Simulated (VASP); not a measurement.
Set up this calculation in VASP 6.6.1, as the native input.

| Item | Value |
| --- | --- |
| Task | single point |
| Functional | r2SCAN |
| Potentials or basis | VASP PAW PBE potentials, release 64 (Ge_d) |
| Cutoff | 520 eV |
| k mesh | 20 × 20 × 18 |
| Occupations | gaussian, width 0.15 eV |
| Spin | no spin polarisation |
| Dipole correction | no |
| Further INCAR settings | ALGO = Normal; EDIFF = 1e-06; NBANDS = 13 |

Crystal: Ge.

```
CELL_PARAMETERS angstrom
1.39715 -2.54851 0.00000
1.39715 2.54851 0.00000
0.00000 0.00000 2.69823
ATOMIC_POSITIONS crystal
Ge 0.50000 0.50000 0.00000
```

This cell differs from its parent crystal: strain -0.0200 x Voigt [0, 1, 0, 0, 0, 0].

These files were run (other wordings do the same):

POSCAR

```
Ge
1.0
    1.3971490000     -2.5485056800      0.0000000000
    1.3971490000      2.5485056800      0.0000000000
    0.0000000000      0.0000000000      2.6982310000
Ge
1
Direct
    0.5000000000      0.5000000000      0.0000000000
```

INCAR.step1

```
PREC     = Accurate       # precision mode
ENCUT    = 520            # plane-wave cutoff, eV
ISMEAR   = 0              # smearing method
SIGMA    = 0.15           # smearing width, eV
LREAL    = F              # projectors in reciprocal space
LASPH    = T              # aspherical terms in the spheres
NELM     = 80             # most SCF steps
NBANDS   = 13             # bands
GGA      = PE             # functional
ALGO     = Normal         # electronic algorithm
EDIFF    = 1E-4           # SCF threshold, eV
LWAVE    = T              # write WAVECAR
LCHARG   = F              # write CHGCAR
```

INCAR.step2

```
PREC     = Accurate       # precision mode
ENCUT    = 520            # plane-wave cutoff, eV
EDIFF    = 1E-6           # SCF threshold, eV
ISMEAR   = 0              # smearing method
SIGMA    = 0.15           # smearing width, eV
LREAL    = F              # projectors in reciprocal space
LASPH    = T              # aspherical terms in the spheres
NELM     = 80             # most SCF steps
ALGO     = Normal         # electronic algorithm
ISIF     = 2              # what is computed and relaxed
LWAVE    = F              # write WAVECAR
LCHARG   = F              # write CHGCAR
METAGGA  = R2SCAN         # meta-GGA
LMIXTAU  = T            
NBANDS   = 13             # bands
ISTART   = 1
```

KPOINTS

```
regular mesh
0
Gamma
  20 20 18
```

Potentials or basis: VASP PAW PBE potentials, release 64 (Ge_d).

The run is started by

```bash
$ cat potpaw_PBE.64/Ge_d/POTCAR > POTCAR
$ cp INCAR.step1 INCAR
$ mpirun -np 1 vasp_std > vasp.out
$ cp INCAR.step2 INCAR
$ mpirun -np 1 vasp_std > vasp.out
```

Results of the run:

```yaml
Pressure: -2.1 GPa
Band_gap_on_the_k_mesh: zero (bands 7 and 8 overlap by 10.08 eV)
```

Caveat: the cell differs from its parent crystal (strain -0.0200 x Voigt [0, 1, 0, 0, 0, 0]); the PAW data sets were made with another functional, which shifts forces and pressure a little.

Run time: 13 min on 1 thread of Oxide Virtual Turin-like Processor, on a shared host, peak memory 0.31 GiB.
